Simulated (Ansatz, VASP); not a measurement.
One calculation of CdSiP2, two programs

Contents of INCAR:

```
SYSTEM = CdSiP2
PREC = Accurate
ENCUT = 500
EDIFF = 1E-6
ISMEAR = 0
SIGMA = 0.01
LREAL = .False.
LASPH = .True.
NELM = 120
ALGO = Normal
ISIF = 2
LWAVE = .False.
LCHARG = .False.
GGA = PE
NBANDS = 36
GGA_COMPAT = .False.
```

Contents of KPOINTS:

```
regular mesh
0
Gamma
  6 6 6
  0 0 0
```

Contents of POSCAR:

```
CdSiP2
1.0
   -2.8468551695      2.8468551695      5.2420617856
    2.8468551695     -2.8468551695      5.2420617856
    2.8468551695      2.8468551695     -5.2420617856
Cd Si P
2 2 4
Direct
    0.7500000000      0.2500000000      0.5000000000
    0.0000000000      0.0000000000      0.0000000000
    0.5000000000      0.5000000000      0.0000000000
    0.2500000000      0.7500000000      0.5000000000
    0.8750000000      0.8288409876      0.4538409876
    0.1711590124      0.6250000000      0.0461590124
    0.3750000000      0.4211590124      0.5461590124
    0.5788409876      0.1250000000      0.9538409876
```

Input for Ansatz:

```yaml
crystal:
  lattice:
    - [-2.8468551695, 2.8468551695, 5.2420617856]
    - [2.8468551695, -2.8468551695, 5.2420617856]
    - [2.8468551695, 2.8468551695, -5.2420617856]
  atoms:
    - { symbol: Cd, position: [0.75, 0.25, 0.5] }
    - { symbol: Cd, position: [0.0, 0.0, 0.0] }
    - { symbol: Si, position: [0.5, 0.5, 0.0] }
    - { symbol: Si, position: [0.25, 0.75, 0.5] }
    - { symbol: P, position: [0.875, 0.8288409876, 0.4538409876] }
    - { symbol: P, position: [0.1711590124, 0.625, 0.0461590124] }
    - { symbol: P, position: [0.375, 0.4211590124, 0.5461590124] }
    - { symbol: P, position: [0.5788409876, 0.125, 0.9538409876] }
kpoints:
  mp_grid: { grid: [6, 6, 6] }
  band_path:
    path:
      - [0.0, 0.0, 0.0]
      - [0.0, 0.0, 0.5]
      - [0.25, 0.25, 0.25]
      - [0.0, 0.5, 0.0]
      - [0.5, 0.5, -0.5]
      - [0.3237337776, 0.6762662224, -0.3237337776]
      - [-0.3237337776, 0.3237337776, 0.3237337776]
      - [-0.1474675552, 0.1474675552, 0.5]
      - [0.5, 0.5, -0.1474675552]
    npoints: 1
hamiltonian:
  xc: pbe
scf:
  occupations: { method: fixed }
  n_extra_bands: 6
output:
  forces: true
  stress: true
  eigenvalues: true
```

Alike in both runs: task single point; functional PBE; k mesh 6 × 6 × 6; no spin polarisation.

```csv
,VASP,Ansatz
version,VASP 6.6.1,Ansatz 0.2.0
potentials or method,"VASP PAW PBE potentials, release 64 (Cd, Si, P)","plane waves, PAW"
plane-wave cutoff (eV),500,420
occupations,"gaussian, width 0.01 eV",fixed
valence electrons in the cell,52,68
```

|  | VASP | Ansatz | Ansatz less VASP |
| --- | --- | --- | --- |
| gap on the k mesh at the Fermi level (eV) | 1.37 | 1.37 | 0.000 |
| pressure (GPa) | 1.7 | 1.6 | -0.08 |
| rms of the force components (eV/Å) | 0.008 | 0.026 | +0.0180 |

Atom by atom the forces differ by 0.018 eV/Å (rms over components). VASP's potentials hold 52 valence electrons a cell and Ansatz's 68, so a difference there can come from the potentials and not from the codes.
